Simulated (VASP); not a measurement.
# Ge2Sb2Te5 (P-3m1) in VASP: notebook

The runs below take Ge2Sb2Te5 through relaxation of cell and atoms, single point, with PBE.

Program: VASP 6.6.1. These are calculated values, not measurements. Logs are shortened: lines on timing, memory, paths and dates and some standing lists are left out, and cuts for length are marked.

### Step 1. The cell of the first run

The structure is trigonal, space group P-3m1 (No. 164). The conventional cell has a = 4.265 Å, b = 4.265 Å, c = 17.999 Å, α = 90.00°, β = 90.00°, γ = 120.00°. Within 3.7 Å of Ge (site symmetry 3m) lie 6 Te at 2.84 to 3.30 Å. Sb (site symmetry 3m) has 6 Te at 3.02 to 3.19 Å within 4.0 Å. Te (site symmetry -3m) has 6 Sb at 3.19 Å within 4.2 Å. Within 4.0 Å of Te (site symmetry 3m) lie 3 Sb at 3.02 Å and 3 Ge at 3.30 Å. Within 3.7 Å of Te (site symmetry 3m) lie 3 Ge at 2.84 Å.

### Step 2. Relaxation of cell and atoms, PBE

File INCAR:

```
SYSTEM = Ge2Sb2Te5
ALGO = Normal
EDIFF = 1E-6
EDIFFG = -0.005
ENCUT = 600
GGA = PE
IBRION = 2
ISIF = 3
ISMEAR = 0
LASPH = .True.
LCHARG = .False.
LREAL = .False.
LWAVE = .False.
NELM = 100
NSW = 100
PREC = Accurate
SIGMA = 0.01
```

File KPOINTS:

```
k-points
0
Gamma
  9 9 2
  0 0 0
```

File POSCAR:

```
Ge2Sb2Te5
1.0
    4.2648321257      0.0000000000      0.0000000000
   -2.1324160628      3.6934529637      0.0000000000
    0.0000000000      0.0000000000     17.9991050000
Ge Sb Te
2 2 5
Direct
    0.0000000000      0.0000000000      0.3322520000
    0.0000000000      0.0000000000      0.6677480000
    0.3333333300      0.6666666700      0.1126580000
    0.6666666700      0.3333333300      0.8873420000
    0.0000000000      0.0000000000      0.0000000000
    0.3333333300      0.6666666700      0.7901080000
    0.6666666700      0.3333333300      0.2098920000
    0.3333333300      0.6666666700      0.4110450000
    0.6666666700      0.3333333300      0.5889550000
```

Potentials or basis: VASP PAW PBE potentials, release 64 (Ge_d, Sb, Te).

The run is started by

```console
cat potpaw_PBE.64/Ge_d/POTCAR potpaw_PBE.64/Sb/POTCAR potpaw_PBE.64/Te/POTCAR > POTCAR
mpirun -np 1 vasp_std > vasp.out
```

OUTCAR:

```text
SYSTEM = Ge2Sb2Te5
   EDIFF = 1E-6
   EDIFFG = -0.005
   ENCUT = 600
   GGA = PE
   IBRION = 2
   ISIF = 3
   ISMEAR = 0
   LASPH = .True.
   LREAL = .False.
   NELM = 100
   NSW = 100
   PREC = Accurate

 ion  position               nearest neighbor table
   1  0.000  0.000  0.332-   8 2.84   8 2.84   8 2.84
   2  0.000  0.000  0.668-   9 2.84   9 2.84   9 2.84
   3  0.333  0.667  0.113-   7 3.02   7 3.02   7 3.02   5 3.19   5 3.19   5 3.19
   4  0.667  0.333  0.887-   6 3.02   6 3.02   6 3.02   5 3.19   5 3.19   5 3.19
   5  0.000  0.000  0.000-   3 3.19   4 3.19   3 3.19   4 3.19   4 3.19   3 3.19
   6  0.333  0.667  0.790-   4 3.02   4 3.02   4 3.02
   7  0.667  0.333  0.210-   3 3.02   3 3.02   3 3.02
   8  0.333  0.667  0.411-   1 2.84   1 2.84   1 2.84
   9  0.667  0.333  0.589-   2 2.84   2 2.84   2 2.84

  LATTYP: Found a hexagonal cell.
 ALAT       =     4.2648321257
 C/A-ratio  =     4.2203548626

  Lattice vectors:

 A1 = (   4.2648321257,   0.0000000000,   0.0000000000)
 A2 = (  -2.1324160628,   3.6934529637,   0.0000000000)
 A3 = (   0.0000000000,   0.0000000000,  17.9991050000)

Analysis of symmetry for initial positions (statically):
=====================================================================
 Subroutine PRICEL returns:
 Original cell was already a primitive cell.

 Routine SETGRP: Setting up the symmetry group for a
 hexagonal supercell.

 Subroutine GETGRP returns: Found 12 space group operations
 (whereof 12 operations were pure point group operations)
 out of a pool of 24 trial point group operations.

The static configuration has the point symmetry D_3d.

Analysis of symmetry for dynamics (positions and initial velocities):
=====================================================================
 Subroutine PRICEL returns:
 Original cell was already a primitive cell.

 Routine SETGRP: Setting up the symmetry group for a
 hexagonal supercell.

 Subroutine GETGRP returns: Found 12 space group operations
 (whereof 12 operations were pure point group operations)
 out of a pool of 24 trial point group operations.

The dynamic configuration has the point symmetry D_3d.

 Subroutine INISYM returns: Found 12 space group operations
 (whereof 12 operations are pure point group operations),
 and found     1 'primitive' translations

----------------------------------------------------------------------------------------

                                     Primitive cell

  volume of cell :     283.5211

  direct lattice vectors                    reciprocal lattice vectors
     4.264832126  0.000000000  0.000000000     0.234475818  0.135374676  0.000000000
    -2.132416063  3.693452964  0.000000000     0.000000000  0.270749353  0.000000000
     0.000000000  0.000000000 17.999105000     0.000000000  0.000000000  0.055558318

  length of vectors
     4.264832126  4.264832126 17.999105000     0.270749353  0.270749353  0.055558318

  position of ions in fractional coordinates (direct lattice)
     0.000000000  0.000000000  0.332252000
     0.000000000  0.000000000  0.667748000
     0.333333330  0.666666670  0.112658000
     0.666666670  0.333333330  0.887342000
     0.000000000  0.000000000  0.000000000
     0.333333330  0.666666670  0.790108000
     0.666666670  0.333333330  0.209892000
     0.333333330  0.666666670  0.411045000
     0.666666670  0.333333330  0.588955000

  ion indices of the primitive-cell ions
   primitive index   ion index
                 1           1
                 2           2
                 3           3
                 4           4
                 5           5
                 6           6
                 7           7
                 8           8
                 9           9

----------------------------------------------------------------------------------------

 KPOINTS: k-points

Automatic generation of k-mesh.
 Grid dimensions read from file:
 generate k-points for:    9    9    2

 Generating k-lattice:

  Cartesian coordinates                     Fractional coordinates (reciprocal lattice)
     0.026052869  0.015041631  0.000000000     0.111111111  0.000000000  0.000000000
     0.000000000  0.030083261  0.000000000     0.000000000  0.111111111  0.000000000
     0.000000000  0.000000000  0.027779159     0.000000000  0.000000000  0.500000000

  Length of vectors
     0.030083261  0.030083261  0.027779159

  Shift w.r.t. Gamma in fractional coordinates (k-lattice)
     0.000000000  0.000000000  0.000000000

 Subroutine IBZKPT returns following result:
 ===========================================

 Found     24 irreducible k-points:

 Following reciprocal coordinates:
            Coordinates               Weight
  0.000000  0.000000  0.000000      1.000000
  0.111111  0.000000  0.000000      6.000000
  0.222222  0.000000  0.000000      6.000000
  0.333333  0.000000  0.000000      6.000000
  0.444444  0.000000  0.000000      6.000000
  0.111111  0.111111  0.000000      6.000000
[... 16 lines left out ...]
  0.333333  0.222222  0.500000     12.000000
  0.333333  0.333333  0.500000      2.000000
   k-points           NKPTS =     24   k-points in BZ     NKDIM =     24   number of bands    NBANDS=     40
   number of dos      NEDOS =    301   number of ions     NIONS =      9
   total plane-waves  NPLWV = 186624
   dimension x,y,z NGX =    36 NGY =   36 NGZ =  144
   dimension x,y,z NGXF=    72 NGYF=   72 NGZF=  288
   ions per type =               2   2   5
   NGX,Y,Z   is equivalent  to a cutoff of  14.03, 14.03, 13.30 a.u.
   NGXF,Y,Z  is equivalent  to a cutoff of  28.07, 28.07, 26.60 a.u.
 SYSTEM =  Ge2Sb2Te5
   PREC   = accura    normal or accurate (medium, high low for compatibility)
   ISTART =      0    job   : 0-new  1-cont  2-samecut
   ICHARG =      2    charge: 1-file 2-atom 10-const
   ISPIN  =      1    spin polarized calculation?
   LNONCOLLINEAR =      F non collinear calculations
   LSORBIT =      F    spin-orbit coupling
   LASPH  =      T    aspherical Exc in radial PAW
   ENCUT  =  600.0 eV  44.10 Ry    6.64 a.u.   8.52  8.52 35.95*2*pi/ulx,y,z
   NELM   =    100;   NELMIN=  2; NELMDL= -5     # of ELM steps
   EDIFF  = 0.1E-05   stopping-criterion for ELM
   LREAL  =      F    real-space projection
   EDIFFG = -.5E-02   stopping-criterion for IOM
   NSW    =    100    number of steps for IOM
   IBRION =      2    ionic relax: 0-MD 1-quasi-New 2-CG
   NFREE  =      1    steps in history (QN), initial steepest desc. (CG)
   ISIF   =      3    stress and relaxation
   ISYM   =      2    0-nonsym 1-usesym 2-fastsym
   POTIM  = 0.5000    time-step for ionic-motion
   TEBEG  =    0.0;   TEEND  =   0.0 temperature during run
   PSTRESS=    0.0 pullay stress
   NELECT =      68.0000    total number of electrons
   NUPDOWN=      -1.0000    fix difference up-down
   EMIN   =  10.00;   EMAX   =-10.00  energy-range for DOS
   EFERMI =   0.00;   METHOD = LEGACY
   ISMEAR =     0;   SIGMA  =   0.01  broadening in eV -4-tet -1-fermi 0-gaus
   EFERMI_NEDOS =   21; number of points for ismear=-14 and -15
   IALGO  =     38    algorithm
   IMIX   =      4    mixing-type and parameters
     AMIX     =   0.40;   BMIX     =  1.00
     AMIX_MAG =   1.60;   BMIX_MAG =  1.00
  volume/ion in A,a.u.               =      31.50       212.59
  Fermi-wavevector in a.u.,A,eV,Ry     =   1.017145  1.922124 14.076356  1.034583
  Thomas-Fermi vector in A             =   2.150529
   LORBIT       =      0    0 simple, 1 ext, 2 COOP (PROOUT), +10 PAW based schemes
   GGA     = PE    functional components
   LHFCALC =     F    Hartree Fock is set to
   AEXX    =    0.0000 exact exchange contribution
   IVDW    =     0    specifies the selected vdW correction
   LEPSILON=     F    determine dielectric tensor
   LRPA    =     F    only Hartree local field effects (RPA)
 conjugate gradient relaxation of ions
 non-spin polarized calculation
 Gauss-broadening in eV      SIGMA  =   0.01
  energy-cutoff  :      600.00
  volume of cell :      283.52
 maximum number of plane-waves:      9557
 NGX is ok and might be reduce to    36
   NGX = 17   NGY = 17   NGZ = 71

--------------------------------------- Ionic step        1  -------------------------------------------

 number of electron      68.0000015 magnetization

 Free energy of the ion-electron system (eV)
  ---------------------------------------------------
  ext. energy  EPLUGINS =         0.00000000
  ---------------------------------------------------
  free energy    TOTEN  =       -33.85609626 eV

  energy without entropy =      -33.85609626  energy(sigma->0) =      -33.85609626

------------------------ aborting loop because EDIFF is reached ----------------------------------------

  FORCE on cell =-STRESS in cart. coord.  units (eV):
  Direction    XX          YY          ZZ          XY          YZ          ZX
  --------------------------------------------------------------------------------------
  -------------------------------------------------------------------------------------
  Total       -0.0284955     -0.0284955     -0.0137708     -0.0000000      0.0000000     -0.0000000
  in kB       -0.1610282     -0.1610282     -0.0778187     -0.0000000      0.0000000     -0.0000000
  external PRESSURE =      -0.1332917 kB  Pullay stress =       0.0000000 kB
[... 110 lines left out ...]
  FREE ENERGIE OF THE ION-ELECTRON SYSTEM (eV)
  ---------------------------------------------------
  free  energy   TOTEN  =       -33.8561351532 eV

  energy  without entropy=      -33.8561351532  energy(sigma->0) =      -33.85613515

[... ionic steps 4 to 7 ...]

--------------------------------------- Ionic step        8  -------------------------------------------

 number of electron      68.0000015 magnetization

------------------------ aborting loop because EDIFF is reached ----------------------------------------

  FORCE on cell =-STRESS in cart. coord.  units (eV):
  Direction    XX          YY          ZZ          XY          YZ          ZX
  --------------------------------------------------------------------------------------
  -------------------------------------------------------------------------------------
  Total       -0.0145100     -0.0145100     -0.0019486     -0.0000000      0.0000000     -0.0000000
  in kB       -0.0819935     -0.0819935     -0.0110111     -0.0000000      0.0000000     -0.0000000
  external PRESSURE =      -0.0583327 kB  Pullay stress =       0.0000000 kB
[... 71 lines left out ...]
  energy  without entropy=      -33.8562061253  energy(sigma->0) =      -33.85620613

--------------------------------------- Ionic step       10  -------------------------------------------

 number of electron      68.0000014 magnetization

 Free energy of the ion-electron system (eV)
  ---------------------------------------------------
  ext. energy  EPLUGINS =         0.00000000
  ---------------------------------------------------
  free energy    TOTEN  =       -33.85623691 eV

  energy without entropy =      -33.85623691  energy(sigma->0) =      -33.85623691

 E-fermi :   5.8929     XC(G=0):  -9.2189

 val. band max:        5.8454510835   @ k =   0.1111   0.0000   0.5000
 cond. band min:       6.0110278526   @ k =   0.4444   0.0000   0.5000
 fundamental gap:      0.1655767691
 Fermi energy:         5.8928755667

 k-point     1 :       0.0000    0.0000    0.0000
  band No.  band energies     occupation
      1     -18.9210      2.00000
      2     -18.9210      2.00000
      3     -18.9210      2.00000
      4     -18.9210      2.00000
      5     -18.9094      2.00000
      6     -18.9094      2.00000
[... 1057 lines left out ...]
  FREE ENERGIE OF THE ION-ELECTRON SYSTEM (eV)
  ---------------------------------------------------
  free  energy   TOTEN  =       -33.8562369136 eV

  energy  without entropy=      -33.8562369136  energy(sigma->0) =      -33.85623691

 reached required accuracy - stopping structural energy minimisation
```

Run time: 16 min. Hardware: 1 thread of AMD EPYC 9R45 (Zen 5), shared host; peak memory 0.65 GiB.

Results:

```yaml
Free_energy: -33.8562 eV
Relaxed_volume: 31.51 Å³/atom
Relaxed_cell: a = 4.263 Å, b = 4.263 Å, c = 18.017 Å, α = 90.00°, β = 90.00°, γ = 120.00°
Space_group_after_relaxing_to_0.05_Å: P-3m1 (No. 164)
Energy_gained_by_relaxing: 0.0 meV/atom
Ionic_steps: 10
Pressure_after_relaxing: 0.0 GPa
Largest_force_after_relaxing: 0.004 eV/Å
Band_gap_on_the_k_mesh: 0.17 eV, indirect (least direct gap 0.24 eV)
```

Forces in eV/Å, atoms in the order of the input:
```
Ge   0.000  0.000 -0.004
Ge   0.000  0.000  0.004
Sb   0.000  0.000  0.002
Sb   0.000  0.000 -0.002
Te   0.000  0.000  0.000
Te   0.000  0.000  0.002
Te   0.000  0.000 -0.002
Te   0.000  0.000 -0.001
Te   0.000  0.000  0.001
```

Step by step:
| step | energy change (eV) | largest force (eV/Å) | pressure (GPa) | volume (Å³) |
| --- | --- | --- | --- | --- |
| 1 | 0.0000 | 0.0202 | -0.01 | 283.52 |
| 2 | 0.0000 | 0.0113 | 0.02 | 283.41 |
| 3 | 0.0000 | 0.0107 | 0.01 | 283.40 |
| 4 | 0.0000 | 0.0088 | 0.01 | 283.39 |
| 5 | 0.0000 | 0.0077 | 0.02 | 283.35 |
| 6 | -0.0001 | 0.0107 | 0.00 | 283.43 |
| 7 | -0.0001 | 0.0133 | 0.00 | 283.50 |
| 8 | -0.0001 | 0.0143 | -0.01 | 283.53 |
| 9 | -0.0001 | 0.0103 | 0.01 | 283.54 |
| 10 | -0.0001 | 0.0044 | 0.02 | 283.58 |

Final structure:
```
Ge Sb Te
1.0
     4.26316    0.00000    0.00000
    -2.13158    3.69201    0.00000
     0.00000    0.00000   18.01717
Ge Sb Te
2 2 5
Direct
  0.00000 0.00000 0.33231
  0.00000 0.00000 0.66769
  0.33333 0.66667 0.11245
  0.66667 0.33333 0.88755
  0.00000 0.00000 0.00000
  0.33333 0.66667 0.79051
  0.66667 0.33333 0.20949
  0.33333 0.66667 0.41105
  0.66667 0.33333 0.58895
```

Caveat: spin-orbit coupling is left out, which moves the levels of the heavy elements; this functional lacks dispersion, which binds the layers, so the pressure and a relaxed spacing across them are unreliable.

### Step 3. Single point, PBE

This run uses another cell than the first one, of 31.65 Å³/atom, 1.005 times its volume.

File INCAR:

```
SYSTEM = Ge2Sb2Te5
ALGO = Normal
EDIFF = 1E-6
ENCUT = 520
GGA = PE
ISIF = 2
ISMEAR = 0
LASPH = .True.
LCHARG = .False.
LREAL = .False.
LWAVE = .False.
NBANDS = 44
NELM = 100
PREC = Accurate
SIGMA = 0.03
```

KPOINTS is that of step 2.

File POSCAR:

```
Ge2Sb2Te5
1.0
    4.2629490295      0.0000000000      0.0000000000
   -2.1314745147      3.6918221546      0.0000000000
    0.0000000000      0.0000000000     18.0976006795
Ge Sb Te
2 2 5
Direct
    0.0000000000      0.0000000000      0.3313200918
    0.0000000000      0.0000000000      0.6686799082
    0.3333333333      0.6666666667      0.1120971408
    0.6666666667      0.3333333333      0.8879028592
    0.0000000000      0.0000000000      0.0000000000
    0.3333333333      0.6666666667      0.7914345914
    0.6666666667      0.3333333333      0.2085654086
    0.3333333333      0.6666666667      0.4096023866
    0.6666666667      0.3333333333      0.5903976134
```

Potentials or basis: VASP PAW PBE potentials, release 64 (Ge_d, Sb, Te).

The run is started by

```console
cat potpaw_PBE.64/Ge_d/POTCAR potpaw_PBE.64/Sb/POTCAR potpaw_PBE.64/Te/POTCAR > POTCAR
mpirun -np 1 vasp_std > vasp.out
```

Run time: 9 min. Hardware: 1 thread of AMD EPYC 7R43 (Zen 3), shared host; peak memory 0.49 GiB.

Results (log left out):

```
Free energy            : -33.8561 eV
Pressure               : 0.0 GPa
Largest force          : 0.018 eV/Å
Band gap on the k mesh : 0.17 eV, indirect (least direct gap 0.25 eV)
```

Forces in eV/Å, atoms in the order of the input:
```
Ge   0.000  0.000 -0.015
Ge   0.000  0.000  0.015
Sb   0.000  0.000 -0.018
Sb   0.000  0.000  0.018
Te   0.000  0.000  0.000
Te   0.000  0.000 -0.015
Te   0.000  0.000  0.015
Te   0.000  0.000  0.013
Te   0.000  0.000 -0.013
```

Levels at points of the mesh, in eV from the valence-band top:
```csv
k point,band 32,band 33,band 34,band 35,band 36,band 37
"(0.00, 0.00, 0.00)",-1.19,-1.04,-0.01,0.24,0.24,0.25
"(0.00, 0.00, 0.50)",-1.35,-0.91,-0.02,0.25,0.25,0.26
```

Caveat: spin-orbit coupling is left out, which moves the levels of the heavy elements; this functional lacks dispersion, which binds the layers, so the pressure and a relaxed spacing across them are unreliable.
